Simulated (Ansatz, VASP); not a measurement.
P: VASP beside Ansatz

```
P
1.0
    -2.44211    2.44211    1.26106
     2.44211   -2.44211    1.26106
     2.44211    2.44211   -1.26106
P
2
Direct
  0.00000 0.00000 0.00000
  0.75000 0.25000 0.50000
```

Alike in both runs: functional PBE; k mesh 24 × 24 × 24; occupations gaussian, width 0.1 eV; no spin polarisation.

Ansatz relaxed the structure, and its values are those at the end. VASP's run is a single point on that final structure, the one shown.

|  | VASP | Ansatz |
| --- | --- | --- |
| version | VASP 6.6.1 | Ansatz 0.2.0 |
| potentials or method | VASP PAW PBE potentials, release 64 (P), cutoff 520 eV | scalar-relativistic, plane waves, PAW |
| valence electrons in the cell | 10 | 10 |

```csv
,VASP,Ansatz,Ansatz less VASP
gap on the k mesh at the Fermi level (eV),none,none,-
pressure (GPa),-0.2,0.0,+0.19
```

A gap of «none» marks a metal or a gap that the smearing closes.
